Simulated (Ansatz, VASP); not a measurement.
## One calculation of Hf, two programs

```xyz
1
Lattice="1.5856 0.9154 2.5892 -1.5856 0.9154 2.5892 0.0000 -1.8309 2.5892" Properties=species:S:1:pos:R:3 pbc="T T T"
Hf    0.0000    0.0000    0.0000
```

Alike in both runs: functional PBE; k mesh 24 × 24 × 24; occupations gaussian, width 0.1 eV; no spin polarisation.

Ansatz relaxed the structure, and its values are those at the end. VASP's run is a single point on that final structure, the one shown.

```csv
,VASP,Ansatz
version,VASP 6.6.1,Ansatz 0.2.0
potentials or method,"VASP PAW PBE potentials, release 64 (Hf_pv), cutoff 520 eV","scalar-relativistic, plane waves, PAW"
valence electrons in the cell,10,26
```

Ansatz gave:

- gap on the k mesh at the Fermi level (eV): none
- pressure (GPa): 0.0

Problem. What did VASP give for the same quantities?

Solution. gap on the k mesh at the Fermi level (eV): none; pressure (GPa): -0.4.

A gap of «none» marks a metal or a gap that the smearing closes. VASP's potentials hold 10 valence electrons a cell and Ansatz's 26, so a difference there can come from the potentials and not from the codes.

Neither program's run includes spin-orbit coupling.
